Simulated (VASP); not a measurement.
# BP (F-43m) in VASP: notebook

Runs on BP. Level: revPBE+D3(BJ). Tasks: single point.

Everything below comes from runs of VASP 6.6.1. Logs are shortened: lines on timing, memory, paths and dates and some standing lists are left out, and cuts for length are marked.

### 1 The cell of the first run

The structure is cubic, space group F-43m (No. 216). The conventional cell has a = 4.508 Å, b = 4.508 Å, c = 4.508 Å, α = 90.00°, β = 90.00°, γ = 90.00°. P (site symmetry -43m) has 4 B at 1.95 Å within 2.6 Å. Within 2.6 Å of B (site symmetry -43m) lie 4 P at 1.95 Å.

### 2 Single point, revPBE+D3(BJ)

File INCAR:

```
SYSTEM = BP
PREC = Accurate
ENCUT = 520
EDIFF = 1E-6
ISMEAR = -1
SIGMA = 0.05
LREAL = .False.
LASPH = .True.
NELM = 80
ALGO = Normal
ISIF = 2
LWAVE = .False.
LCHARG = .False.
GGA = RE
IVDW = 12
NBANDS = 11
```

File KPOINTS:

```
Automatic mesh
0
Gamma
  10 10 10
  0 0 0
```

File POSCAR:

```
BP
1.0
    0.0000000000      2.2537713532      2.2537713532
    2.2537713532      0.0000000000      2.2537713532
    2.2537713532      2.2537713532      0.0000000000
P B
1 1
Direct
    0.7500000000      0.7500000000      0.7500000000
    0.0000000000      0.0000000000      0.0000000000
```

Potentials or basis: VASP PAW PBE potentials, release 64 (P, B).

Launch:

```sh
$ cat potpaw_PBE.64/P/POTCAR potpaw_PBE.64/B/POTCAR > POTCAR
$ mpirun -np 1 vasp_std > vasp.out
```

OUTCAR:

```text
SYSTEM = BP
   PREC = Accurate
   ENCUT = 520
   EDIFF = 1E-6
   ISMEAR = -1
   LREAL = .False.
   LASPH = .True.
   NELM = 80
   ISIF = 2
   GGA = RE
   IVDW = 12
 IVDW          = 12

 ion  position               nearest neighbor table
   1  0.750  0.750  0.750-   2 1.95   2 1.95   2 1.95   2 1.95
   2  0.000  0.000  0.000-   1 1.95   1 1.95   1 1.95   1 1.95

  LATTYP: Found a face centered cubic cell.
 ALAT       =     4.5075427064

  Lattice vectors:

 A1 = (   0.0000000000,   2.2537713532,   2.2537713532)
 A2 = (   2.2537713532,   0.0000000000,   2.2537713532)
 A3 = (   2.2537713532,   2.2537713532,   0.0000000000)

Analysis of symmetry for initial positions (statically):
=====================================================================
 Subroutine PRICEL returns:
 Original cell was already a primitive cell.

 Routine SETGRP: Setting up the symmetry group for a
 face centered cubic supercell.

 Subroutine GETGRP returns: Found 24 space group operations
 (whereof 24 operations were pure point group operations)
 out of a pool of 48 trial point group operations.

The static configuration has the point symmetry T_d .

Analysis of symmetry for dynamics (positions and initial velocities):
=====================================================================
 Subroutine PRICEL returns:
 Original cell was already a primitive cell.

 Routine SETGRP: Setting up the symmetry group for a
 face centered cubic supercell.

 Subroutine GETGRP returns: Found 24 space group operations
 (whereof 24 operations were pure point group operations)
 out of a pool of 48 trial point group operations.

The dynamic configuration has the point symmetry T_d .

 Subroutine INISYM returns: Found 24 space group operations
 (whereof 24 operations are pure point group operations),
 and found     1 'primitive' translations

----------------------------------------------------------------------------------------

                                     Primitive cell

  volume of cell :      22.8960

  direct lattice vectors                    reciprocal lattice vectors
     0.000000000  2.253771353  2.253771353    -0.221850366  0.221850366  0.221850366
     2.253771353  0.000000000  2.253771353     0.221850366 -0.221850366  0.221850366
     2.253771353  2.253771353  0.000000000     0.221850366  0.221850366 -0.221850366

  length of vectors
     3.187314014  3.187314014  3.187314014     0.384256106  0.384256106  0.384256106

  position of ions in fractional coordinates (direct lattice)
     0.750000000  0.750000000  0.750000000
     0.000000000  0.000000000  0.000000000

  ion indices of the primitive-cell ions
   primitive index   ion index
                 1           1
                 2           2

----------------------------------------------------------------------------------------

 KPOINTS: Automatic mesh

Automatic generation of k-mesh.
 Grid dimensions read from file:
 generate k-points for:   10   10   10

 Generating k-lattice:

  Cartesian coordinates                     Fractional coordinates (reciprocal lattice)
    -0.022185037  0.022185037  0.022185037     0.100000000  0.000000000  0.000000000
     0.022185037 -0.022185037  0.022185037     0.000000000  0.100000000  0.000000000
     0.022185037  0.022185037 -0.022185037     0.000000000  0.000000000  0.100000000

  Length of vectors
     0.038425611  0.038425611  0.038425611

  Shift w.r.t. Gamma in fractional coordinates (k-lattice)
     0.000000000  0.000000000  0.000000000

 Subroutine IBZKPT returns following result:
 ===========================================

 Found     47 irreducible k-points:

 Following reciprocal coordinates:
            Coordinates               Weight
  0.000000  0.000000  0.000000      1.000000
  0.100000  0.000000  0.000000      8.000000
  0.200000  0.000000  0.000000      8.000000
  0.300000  0.000000  0.000000      8.000000
  0.400000  0.000000  0.000000      8.000000
  0.500000  0.000000  0.000000      4.000000
[... 16 lines left out ...]
  0.300000  0.300000  0.000000      6.000000
  0.400000  0.300000  0.000000     24.000000
 [... further k-points ...]
   k-points           NKPTS =     47   k-points in BZ     NKDIM =     47   number of bands    NBANDS=     11
   number of dos      NEDOS =    301   number of ions     NIONS =      2
   total plane-waves  NPLWV =  13824
   dimension x,y,z NGX =    24 NGY =   24 NGZ =   24
   dimension x,y,z NGXF=    48 NGYF=   48 NGZF=   48
   ions per type =               1   1
   NGX,Y,Z   is equivalent  to a cutoff of  12.52, 12.52, 12.52 a.u.
   NGXF,Y,Z  is equivalent  to a cutoff of  25.04, 25.04, 25.04 a.u.
 SYSTEM =  BP
   PREC   = accura    normal or accurate (medium, high low for compatibility)
   ISTART =      0    job   : 0-new  1-cont  2-samecut
   ICHARG =      2    charge: 1-file 2-atom 10-const
   ISPIN  =      1    spin polarized calculation?
   LNONCOLLINEAR =      F non collinear calculations
   LSORBIT =      F    spin-orbit coupling
   LASPH  =      T    aspherical Exc in radial PAW
   ENCUT  =  520.0 eV  38.22 Ry    6.18 a.u.   5.93  5.93  5.93*2*pi/ulx,y,z
   NELM   =     80;   NELMIN=  2; NELMDL= -5     # of ELM steps
   EDIFF  = 0.1E-05   stopping-criterion for ELM
   LREAL  =      F    real-space projection
   EDIFFG = 0.1E-04   stopping-criterion for IOM
   NSW    =      0    number of steps for IOM
   IBRION =     -1    ionic relax: 0-MD 1-quasi-New 2-CG
   NFREE  =      0    steps in history (QN), initial steepest desc. (CG)
   ISIF   =      2    stress and relaxation
   ISYM   =      2    0-nonsym 1-usesym 2-fastsym
   POTIM  = 0.5000    time-step for ionic-motion
   TEBEG  =    0.0;   TEEND  =   0.0 temperature during run
   PSTRESS=    0.0 pullay stress
   NELECT =       8.0000    total number of electrons
   NUPDOWN=      -1.0000    fix difference up-down
   EMIN   =  10.00;   EMAX   =-10.00  energy-range for DOS
[... 5 lines left out ...]
     AMIX     =   0.40;   BMIX     =  1.00
     AMIX_MAG =   1.60;   BMIX_MAG =  1.00
  volume/ion in A,a.u.               =      11.45        77.25
  Fermi-wavevector in a.u.,A,eV,Ry     =   1.153059  2.178966 18.089568  1.329546
  Thomas-Fermi vector in A             =   2.289706
   LORBIT       =      0    0 simple, 1 ext, 2 COOP (PROOUT), +10 PAW based schemes
   GGA     = RE    functional components
   LHFCALC =     F    Hartree Fock is set to
   AEXX    =    0.0000 exact exchange contribution
   IVDW    =    12    specifies the selected vdW correction
   LEPSILON=     F    determine dielectric tensor
   LRPA    =     F    only Hartree local field effects (RPA)
 non-spin polarized calculation
  energy-cutoff  :      520.00
  volume of cell :       22.90
 maximum number of plane-waves:       636
   NGX = 11   NGY = 11   NGZ = 11

 number of electron       8.0000001 magnetization

 Free energy of the ion-electron system (eV)
  ---------------------------------------------------
  ext. energy  EPLUGINS =         0.00000000
  ---------------------------------------------------
  free energy    TOTEN  =       -12.36872466 eV

  energy without entropy =      -12.36872460  energy(sigma->0) =      -12.36872463

 E-fermi :   8.3294     XC(G=0): -10.9456

 val. band max:        7.7416258895   @ k =   0.0000   0.0000   0.0000
 cond. band min:       8.9563278187   @ k =   0.4000   0.4000   0.0000
 fundamental gap:      1.2147019292
 Fermi energy:         8.3293855331

 k-point     1 :       0.0000    0.0000    0.0000
  band No.  band energies     occupation
      1      -7.9164      2.00000
      2       7.7416      1.99998
      3       7.7416      1.99998
      4       7.7416      1.99998
      5      11.1661      0.00000
      6      11.1661      0.00000
      7      11.1661      0.00000
      8      15.4547      0.00000
      9      19.4933      0.00000
     10      19.8587      0.00000
     11      19.8587      0.00000

 k-point     2 :       0.1000    0.0000    0.0000
  band No.  band energies     occupation
      1      -7.7331      2.00000
      2       6.4212      2.00000
      3       7.4407      2.00000
      4       7.4407      2.00000
      5      11.5829      0.00000
      6      11.5829      0.00000
      7      11.6303      0.00000
      8      15.9562      0.00000
      9      19.1777      0.00000
     10      19.1777      0.00000
     11      20.0734      0.00000

 k-point     3 :       0.2000    0.0000    0.0000
  band No.  band energies     occupation
      1      -7.1899      2.00000
      2       4.0466      2.00000
      3       6.8722      2.00000
      4       6.8722      2.00000
      5      11.8684      0.00000
      6      12.3112      0.00000
      7      12.3112      0.00000
      8      17.0815      0.00000
      9      18.5807      0.00000
     10      18.5807      0.00000
     11      20.9272      0.00000

 k-point     4 :       0.3000    0.0000    0.0000
  band No.  band energies     occupation
      1      -6.3162      2.00000
      2       1.6504      2.00000
      3       6.3763      2.00000
      4       6.3763      2.00000
      5      11.7956      0.00000
      6      12.6279      0.00000
      7      12.6279      0.00000
      8      17.9220      0.00000
      9      19.1880      0.00000
     10      19.1880      0.00000
     11      21.2134      0.00000
[... 239 lines left out ...]
 k-point    22 :      -0.2000    0.2000    0.0000
  band No.  band energies     occupation
      1      -6.0193      2.00000
      2       2.4335      2.00000
      3       3.4869      2.00000
      4       6.4791      2.00000
      5      12.2697      0.00000
      6      13.1074      0.00000
      7      14.2259      0.00000
      8      16.2553      0.00000
      9      17.2272      0.00000
     10      21.5552      0.00000
     11      23.8745      0.00000

 k-point    23 :       0.3000    0.3000    0.0000
  band No.  band energies     occupation
      1      -5.7629      2.00000
      2       2.8738      2.00000
      3       4.4574      2.00000
      4       4.4574      2.00000
      5       9.2553      0.00000
      6      11.6525      0.00000
      7      16.7461      0.00000
      8      16.7461      0.00000
      9      21.1191      0.00000
     10      22.1459      0.00000
     11      24.6446      0.00000

 k-point    24 :       0.4000    0.3000    0.0000
  band No.  band energies     occupation
      1      -4.9203      2.00000
      2       1.5196      2.00000
      3       3.6138      2.00000
      4       4.1584      2.00000
      5       9.5418      0.00000
      6      11.3711      0.00000
      7      17.3674      0.00000
      8      17.3856      0.00000
      9      22.0513      0.00000
     10      23.0573      0.00000
     11      25.1673      0.00000

 [... further k-points ...]

------------------------ aborting loop because EDIFF is reached ----------------------------------------

 Edisp (eV)   -1.33133

 E8    (eV) :    -0.8648

  FORCE on cell =-STRESS in cart. coord.  units (eV):
  Direction    XX          YY          ZZ          XY          YZ          ZX
  --------------------------------------------------------------------------------------
  -------------------------------------------------------------------------------------
  Total      -0.43542    -0.43542    -0.43542    -0.00000     0.00000     0.00000
  in kB     -30.46935   -30.46935   -30.46935    -0.00000     0.00000     0.00000
  external pressure =      -30.47 kB  Pullay stress =        0.00 kB

 VOLUME and BASIS-vectors are now :
 -----------------------------------------------------------------------------
  energy-cutoff  :      520.00
  volume of cell :       22.90
      direct lattice vectors                 reciprocal lattice vectors
     0.000000000  2.253771353  2.253771353    -0.221850366  0.221850366  0.221850366
     2.253771353  0.000000000  2.253771353     0.221850366 -0.221850366  0.221850366
     2.253771353  2.253771353  0.000000000     0.221850366  0.221850366 -0.221850366

 POSITION                                       TOTAL-FORCE (eV/Angst)
 -----------------------------------------------------------------------------------
      3.38066      3.38066      3.38066         0.000000      0.000000      0.000000
      0.00000      0.00000      0.00000        -0.000000     -0.000000     -0.000000
 -----------------------------------------------------------------------------------
    total drift:                               -0.000000     -0.000000     -0.000000

  FREE ENERGIE OF THE ION-ELECTRON SYSTEM (eV)
  ---------------------------------------------------
  free  energy   TOTEN  =       -13.7000552217 eV

  energy  without entropy=      -13.7000551569  energy(sigma->0) =      -13.70005519
```

It took 21 s on 1 thread of AMD EPYC 7R13, shared host; peak memory 0.12 GiB.

What came out:

- Free energy: -13.7001 eV
- Pressure: -3.0 GPa
- Band gap on the k mesh: 1.21 eV, indirect (least direct gap 3.42 eV)
- Dispersion energy per atom: -0.666 eV

Caveat: the PAW data sets were made with another functional, which shifts forces and pressure a little. Expect the measured gap to be larger: semilocal functionals such as revPBE lack the derivative discontinuity.

[end of part 1 of 2]
